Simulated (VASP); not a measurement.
Here is a VASP 6.6.1 calculation.

INCAR

```
PREC     = Accurate       # precision mode
ENCUT    = 520            # plane-wave cutoff, eV
EDIFF    = 1E-6           # SCF threshold, eV
ISMEAR   = 0              # smearing method
SIGMA    = 0.15           # smearing width, eV
LREAL    = F              # projectors in reciprocal space
LASPH    = T              # aspherical terms in the spheres
NELM     = 80             # most SCF steps
ALGO     = Fast           # electronic algorithm
ISIF     = 2              # what is computed and relaxed
LWAVE    = F              # write WAVECAR
LCHARG   = F              # write CHGCAR
GGA      = CA             # functional
NBANDS   = 13             # bands
```

Contents of KPOINTS:

```
regular mesh
0
Gamma
  22 22 22
```

The input POSCAR:

```
Mo
1.0
   -1.4982943576      1.4982943576      1.4982943576
    1.4982943576     -1.4982943576      1.4982943576
    1.4982943576      1.4982943576     -1.4982943576
Mo
1
Direct
    0.0000000000      0.0000000000      0.0000000000
```

Potentials or basis: VASP PAW LDA potentials, release 64 (Mo_sv).

Launch:

```console
$ cat potpaw_LDA.64/Mo_sv/POTCAR > POTCAR
$ mpirun -np 1 vasp_std > vasp.out
```

(1) Estimate the band gap on the k mesh.

(2) What does it give for the pressure?

## Answers

(1) zero (band 7 reaches 19.99 eV, above the bottom of band 8 at 13.35 eV).

(2) 43.2 GPa.
